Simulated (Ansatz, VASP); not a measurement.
## One calculation of MgO, two programs

The input INCAR:

```
SYSTEM = MgO
PREC = Accurate
ENCUT = 600
EDIFF = 1E-6
ISMEAR = 0
SIGMA = 0.01
LREAL = .FALSE.
LASPH = .TRUE.
NELM = 120
ALGO = Normal
ISIF = 2
LWAVE = .FALSE.
LCHARG = .FALSE.
GGA = PS
ISYM = 0
NBANDS = 11
GGA_COMPAT = .FALSE.
```

File KPOINTS:

```
Automatic mesh
0
G
  8 8 8
  0 0 0
```

Contents of POSCAR:

```
MgO
1.0
    0.0000000000      2.1021680256      2.1021680256
    2.1021680256      0.0000000000      2.1021680256
    2.1021680256      2.1021680256      0.0000000000
Mg O
1 1
Direct
    0.0000000000      0.0000000000      0.0000000000
    0.5000000000      0.5000000000      0.5000000000
```

Input for Ansatz:

```yaml
crystal:
  lattice:
    - [0.0, 2.1021680256, 2.1021680256]
    - [2.1021680256, 0.0, 2.1021680256]
    - [2.1021680256, 2.1021680256, 0.0]
  atoms:
    - { symbol: Mg, position: [0.0, 0.0, 0.0] }
    - { symbol: O, position: [0.5, 0.5, 0.5] }
  symmetry: { detect: false }
kpoints:
  mp_grid: { grid: [8, 8, 8] }
hamiltonian:
  xc: pbesol
scf:
  occupations: { method: fixed }
  n_extra_bands: 4
output:
  forces: true
  stress: true
  eigenvalues: true
```

Alike in both runs: task single point; functional PBEsol; k mesh 8 × 8 × 8; no spin polarisation.

|  | VASP | Ansatz |
| --- | --- | --- |
| version | VASP 6.6.1 | Ansatz 0.2.0 |
| potentials or method | VASP PAW PBE potentials, release 64 (Mg, O) | plane waves |
| plane-wave cutoff (eV) | 600 | 420 |
| occupations | gaussian, width 0.01 eV | fixed |
| valence electrons in the cell | 8 | 16 |

```csv
,VASP,Ansatz,Ansatz less VASP
gap on the k mesh at the Fermi level (eV),4.69,4.69,-0.002
pressure (GPa),0.4,1.1,+0.72
```

VASP's potentials were made for PBE, not for PBEsol. VASP's potentials hold 8 valence electrons a cell and Ansatz's 16, so a difference there can come from the potentials and not from the codes.
